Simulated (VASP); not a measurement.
# BiO5 (P-6m2) in VASP: single point with PBE

Aim: the single point of BiO5 with PBE.

Program: VASP 6.6.1. These are calculated values, not measurements. Logs are shortened: lines on timing, memory, paths and dates and some standing lists are left out, and cuts for length are marked.

### Step 1. The cell of the first run

It takes space group P-6m2 (No. 187, hexagonal). The conventional cell has a = 3.751 Å, b = 3.751 Å, c = 6.530 Å, α = 90.00°, β = 90.00°, γ = 120.00°. Within 2.7 Å of Bi (site symmetry -6m2) lie 5 O at 2.03 to 2.17 Å. Within 2.9 Å of O (site symmetry -6m2) lie 3 Bi at 2.17 Å. Within 2.9 Å of O (site symmetry -6m2) lie 9 O at 2.17 to 2.49 Å. Within 2.7 Å of O (site symmetry 3m) lie 1 Bi at 2.03 Å and 7 O at 2.47 to 2.49 Å. O (site symmetry -6m2) has 9 O at 2.17 to 2.49 Å within 2.9 Å.

### Step 2. Single point, PBE

INCAR

```
SYSTEM = BiO5
PREC     = Accurate       ! precision mode
ENCUT    = 600            ! plane-wave cutoff, eV
EDIFF    = 1E-6           ! SCF threshold, eV
ISMEAR   = 0              ! smearing method
SIGMA    = 0.2            ! smearing width, eV
LREAL    = .False.        ! projectors in reciprocal space
LASPH    = .True.         ! aspherical terms in the spheres
NELM     = 120            ! most SCF steps
ALGO     = Normal         ! electronic algorithm
ISIF     = 2              ! what is computed and relaxed
LWAVE    = .False.        ! write WAVECAR
LCHARG   = .False.        ! write CHGCAR
GGA      = PE             ! functional
NBANDS   = 32             ! bands
GGA_COMPAT= .False.
```

KPOINTS

```
regular mesh
0
Gamma
  5 5 3
  0 0 0
```

POSCAR

```
BiO5
1.0
    3.7508594938     -0.0000000028      0.0000000000
   -1.8754297445      3.2483396091      0.0000000000
    0.0000000000      0.0000000000      6.5301432603
Bi O
1 5
Direct
    0.6666666667      0.3333333333      0.5000000000
    0.0000000000      0.0000000000      0.5000000000
    0.0000000000      0.0000000000      0.0000000000
    0.6666666667      0.3333333333      0.1891538236
    0.6666666667      0.3333333333      0.8108461764
    0.3333333333      0.6666666667      0.0000000000
```

Potentials or basis: VASP PAW PBE potentials, release 64 (Bi_d, O).

Command:

```sh
$ cat potpaw_PBE.64/Bi_d/POTCAR potpaw_PBE.64/O/POTCAR > POTCAR
$ mpirun -np 1 vasp_std > vasp.out
```

OUTCAR:

```text
SYSTEM = BiO5
   PREC = Accurate
   ENCUT = 600
   EDIFF = 1E-6
   ISMEAR = 0
   LREAL = .False.
   LASPH = .True.
   NELM = 120
   ISIF = 2
   GGA = PE

 ion  position               nearest neighbor table
   1  0.667  0.333  0.500-   4 2.03   5 2.03   2 2.17   2 2.17   2 2.17
   2  0.000  0.000  0.500-   1 2.17   1 2.17   1 2.17
   3  0.000  0.000  0.000-
   4  0.667  0.333  0.189-   1 2.03
   5  0.667  0.333  0.811-   1 2.03
   6  0.333  0.667  0.000-

  LATTYP: Found a hexagonal cell.
 ALAT       =     3.7508594938
 C/A-ratio  =     1.7409725081

  Lattice vectors:

 A1 = (   3.7508594938,  -0.0000000028,   0.0000000000)
 A2 = (  -1.8754297445,   3.2483396091,   0.0000000000)
 A3 = (   0.0000000000,   0.0000000000,   6.5301432603)

Analysis of symmetry for initial positions (statically):
=====================================================================
 Subroutine PRICEL returns:
 Original cell was already a primitive cell.

 Routine SETGRP: Setting up the symmetry group for a
 hexagonal supercell.

 Subroutine GETGRP returns: Found 12 space group operations
 (whereof 12 operations were pure point group operations)
 out of a pool of 24 trial point group operations.

The static configuration has the point symmetry D_3h.

Analysis of symmetry for dynamics (positions and initial velocities):
=====================================================================
 Subroutine PRICEL returns:
 Original cell was already a primitive cell.

 Routine SETGRP: Setting up the symmetry group for a
 hexagonal supercell.

 Subroutine GETGRP returns: Found 12 space group operations
 (whereof 12 operations were pure point group operations)
 out of a pool of 24 trial point group operations.

The dynamic configuration has the point symmetry D_3h.

 Subroutine INISYM returns: Found 12 space group operations
 (whereof 12 operations are pure point group operations),
 and found     1 'primitive' translations

----------------------------------------------------------------------------------------

                                     Primitive cell

  volume of cell :      79.5637

  direct lattice vectors                    reciprocal lattice vectors
     3.750859494 -0.000000003  0.000000000     0.266605561  0.153924792  0.000000000
    -1.875429745  3.248339609  0.000000000     0.000000000  0.307849585  0.000000000
     0.000000000  0.000000000  6.530143260     0.000000000  0.000000000  0.153135997

  length of vectors
[... 79 lines left out ...]
   IBRION =     -1    ionic relax: 0-MD 1-quasi-New 2-CG
   NFREE  =      0    steps in history (QN), initial steepest desc. (CG)
   ISIF   =      2    stress and relaxation
   ISYM   =      2    0-nonsym 1-usesym 2-fastsym
   POTIM  = 0.5000    time-step for ionic-motion
   TEBEG  =    0.0;   TEEND  =   0.0 temperature during run
   PSTRESS=    0.0 pullay stress
   NELECT =      45.0000    total number of electrons
   NUPDOWN=      -1.0000    fix difference up-down
   EMIN   =  10.00;   EMAX   =-10.00  energy-range for DOS
   EFERMI =   0.00;   METHOD = LEGACY
   ISMEAR =     0;   SIGMA  =   0.20  broadening in eV -4-tet -1-fermi 0-gaus
   EFERMI_NEDOS =   21; number of points for ismear=-14 and -15
   IALGO  =     38    algorithm
   IMIX   =      4    mixing-type and parameters
     AMIX     =   0.40;   BMIX     =  1.00
     AMIX_MAG =   1.60;   BMIX_MAG =  1.00
  volume/ion in A,a.u.               =      13.26        89.49
  Fermi-wavevector in a.u.,A,eV,Ry     =   1.353861  2.558426 24.938651  1.832939
  Thomas-Fermi vector in A             =   2.481081
   LORBIT       =      0    0 simple, 1 ext, 2 COOP (PROOUT), +10 PAW based schemes
   GGA     = PE    functional components
   LHFCALC =     F    Hartree Fock is set to
   AEXX    =    0.0000 exact exchange contribution
   IVDW    =     0    specifies the selected vdW correction
   LEPSILON=     F    determine dielectric tensor
   LRPA    =     F    only Hartree local field effects (RPA)
 non-spin polarized calculation
 Gauss-broadening in eV      SIGMA  =   0.20
  energy-cutoff  :      600.00
  volume of cell :       79.56
 maximum number of plane-waves:      2673
 NGX is ok and might be reduce to    30
   NGX = 15   NGY = 15   NGZ = 27

 number of electron      45.0000010 magnetization

 Free energy of the ion-electron system (eV)
  ---------------------------------------------------
  ext. energy  EPLUGINS =         0.00000000
  ---------------------------------------------------
  free energy    TOTEN  =       -22.74433781 eV

  energy without entropy =      -22.58682412  energy(sigma->0) =      -22.66558096

 E-fermi :   2.4434     XC(G=0): -10.1660

 val. band max:        2.3820563699   @ k =   0.4000   0.2000   0.3333
 cond. band min:       2.4473711506   @ k =   0.2000   0.2000   0.3333
 fundamental gap:      0.0653147807
 Fermi energy:         2.4433847217

 k-point     1 :       0.0000    0.0000    0.0000
  band No.  band energies     occupation
      1     -20.8415      2.00000
      2     -20.4577      2.00000
      3     -20.4577      2.00000
      4     -20.1312      2.00000
      5     -20.1312      2.00000
      6     -17.0140      2.00000
[... 339 lines left out ...]
     31      15.1636      0.00000
     32      15.9950      0.00000

------------------------ aborting loop because EDIFF is reached ----------------------------------------

  FORCE on cell =-STRESS in cart. coord.  units (eV):
  Direction    XX          YY          ZZ          XY          YZ          ZX
  --------------------------------------------------------------------------------------
  -------------------------------------------------------------------------------------
  Total       -0.0173431     -0.0173431      0.3960291      0.0000000     -0.0000000      0.0000000
  in kB       -0.3492388     -0.3492388      7.9748545      0.0000000     -0.0000000      0.0000000
  external PRESSURE =       2.4254590 kB  Pullay stress =       0.0000000 kB

 VOLUME and BASIS-vectors are now :
 -----------------------------------------------------------------------------
  energy-cutoff  :      600.00
  volume of cell :       79.56
      direct lattice vectors                 reciprocal lattice vectors
     3.750859494 -0.000000003  0.000000000     0.266605561  0.153924792  0.000000000
    -1.875429745  3.248339609  0.000000000     0.000000000  0.307849585  0.000000000
     0.000000000  0.000000000  6.530143260     0.000000000  0.000000000  0.153135997

 POSITION                                       TOTAL-FORCE (eV/Angst)
 -----------------------------------------------------------------------------------
      1.87543      1.08278      3.26507         0.000000      0.000000      0.000000
      0.00000      0.00000      3.26507        -0.000000     -0.000000      0.000000
      0.00000      0.00000      0.00000        -0.000000      0.000000      0.000000
      1.87543      1.08278      1.23520        -0.000000     -0.000000     -0.085849
      1.87543      1.08278      5.29494        -0.000000      0.000000      0.085849
      0.00000      2.16556      0.00000        -0.000000      0.000000      0.000000
 -----------------------------------------------------------------------------------
    total drift:                               -0.000003      0.000002      0.000000

  FREE ENERGIE OF THE ION-ELECTRON SYSTEM (eV)
  ---------------------------------------------------
  free  energy   TOTEN  =       -22.7443378100 eV

  energy  without entropy=      -22.5868241172  energy(sigma->0) =      -22.66558096
```

OSZICAR:

```text
N       E                     dE             d eps       ncg     rms          rms(c)
DAV:   1     0.500301540438E+03    0.50030E+03   -0.24782E+04   640   0.173E+03
DAV:   2     0.309428350241E+02   -0.46936E+03   -0.44037E+03   712   0.478E+02
DAV:   3    -0.247419455518E+02   -0.55685E+02   -0.52541E+02   760   0.155E+02
DAV:   4    -0.268041883604E+02   -0.20622E+01   -0.20515E+01   712   0.323E+01
DAV:   5    -0.268593791934E+02   -0.55191E-01   -0.55180E-01   944   0.546E+00    0.134E+01
DAV:   6    -0.294323929236E+02   -0.25730E+01   -0.60119E+01   920   0.503E+01    0.267E+01
DAV:   7    -0.233075897020E+02    0.61248E+01   -0.57059E+01   736   0.190E+01    0.696E+00
DAV:   8    -0.232372460082E+02    0.70344E-01   -0.45054E+00   744   0.729E+00    0.919E+00
DAV:   9    -0.228444513694E+02    0.39279E+00   -0.29229E+00   720   0.374E+00    0.348E+00
DAV:  10    -0.227574756946E+02    0.86976E-01   -0.37131E-01   824   0.300E+00    0.102E+00
DAV:  11    -0.227597593385E+02   -0.22836E-02   -0.13432E-01   728   0.220E+00    0.146E+00
DAV:  12    -0.227459150263E+02    0.13844E-01   -0.33355E-02   776   0.731E-01    0.619E-01
DAV:  13    -0.227440159690E+02    0.18991E-02   -0.97962E-03   704   0.443E-01    0.129E-01
DAV:  14    -0.227444013415E+02   -0.38537E-03   -0.14742E-03   696   0.190E-01    0.115E-01
DAV:  15    -0.227443401736E+02    0.61168E-04   -0.21966E-04   784   0.786E-02    0.402E-02
DAV:  16    -0.227443359597E+02    0.42140E-05   -0.45325E-05   712   0.332E-02    0.753E-03
DAV:  17    -0.227443378299E+02   -0.18703E-05   -0.21894E-06   664   0.110E-02    0.465E-03
DAV:  18    -0.227443378100E+02    0.19877E-07   -0.12341E-06   464   0.627E-03
   1 F= -.22744338E+02 E0= -.22665581E+02  d E =-.157514E+00
```

stdout:

```text
POSCAR found type information on POSCAR BiO
 POSCAR found :  2 types and       6 ions
 scaLAPACK will be used
 LDA part: xc-table for (Slater+PW92), standard interpolation
 POSCAR, INCAR and KPOINTS ok, starting setup
 FFT: planning ... GRIDC
 FFT: planning ... GRID_SOFT
 FFT: planning ... GRID
 WAVECAR not read
 entering main loop
```

It took 20 s on 1 thread of Intel Xeon 6975P-C (Granite Rapids), shared host; peak memory 0.22 GiB.

Results:

* Free energy: -22.7443 eV
* Pressure: 0.2 GPa
* Largest force: 0.086 eV/Å

Forces in eV/Å, atoms in the order of the input:
```
Bi   0.000  0.000  0.000
O    0.000  0.000  0.000
O    0.000  0.000  0.000
O    0.000  0.000 -0.086
O    0.000  0.000  0.086
O    0.000  0.000  0.000
```

Stress tensor (GPa, compression positive):
```
-0.03  0.00  0.00
 0.00 -0.03  0.00
 0.00  0.00  0.80
```

Caveat: the k points lie up to 0.39 Å⁻¹ apart; spin-orbit coupling is left out, which moves the levels of the heavy elements; an odd number of electrons without spin polarisation forces a metal; a magnetic or distorted state may lie lower.
